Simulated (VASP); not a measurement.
AgBr:

```
Ag Br
1.0
     0.00000    2.87015    2.87015
     2.87015    0.00000    2.87015
     2.87015    2.87015    0.00000
Ag Br
1 1
Cartesian
  0.0000 0.0000 0.0000
  2.8702 2.8702 2.8702
```

```yaml
Program: VASP 6.6.1
Task: relaxation of cell and atoms
Functional: PBEsol
Potentials_or_basis: VASP PAW PBE potentials, release 64 (Ag, Br)
Cutoff: 500 eV
k_mesh: 14 × 14 × 14
Occupations: fermi-dirac, width 0.1 eV
Spin: no spin polarisation
```

At the start: pressure -1.7 GPa; volume 23.64 Å³/atom.

Task: Where does the relaxation end?

Result: Over 3 steps the energy falls by 4.5 meV/atom and the volume is 22.82 Å³/atom (-3.5 %); space group Fm-3m (No. 225, to 0.1 Å) before and after.

Step by step:
```
step  energy change (eV)  largest force (eV/Å)  pressure (GPa)  volume (Å³)
   1              0.0000                0.0000           -1.69        47.29
   2             -0.0090                0.0000            0.04        45.61
   3             -0.0090                0.0000            0.00        45.64
```

Final structure:
```xyz
2
Lattice="0.0000 2.8364 2.8364 2.8364 0.0000 2.8364 2.8364 2.8364 0.0000" Properties=species:S:1:pos:R:3 pbc="T T T"
Ag    0.0000    0.0000    0.0000
Br    2.8364    2.8364    2.8364
```

Caveat: the PAW data sets were made with another functional, which shifts forces and pressure a little.
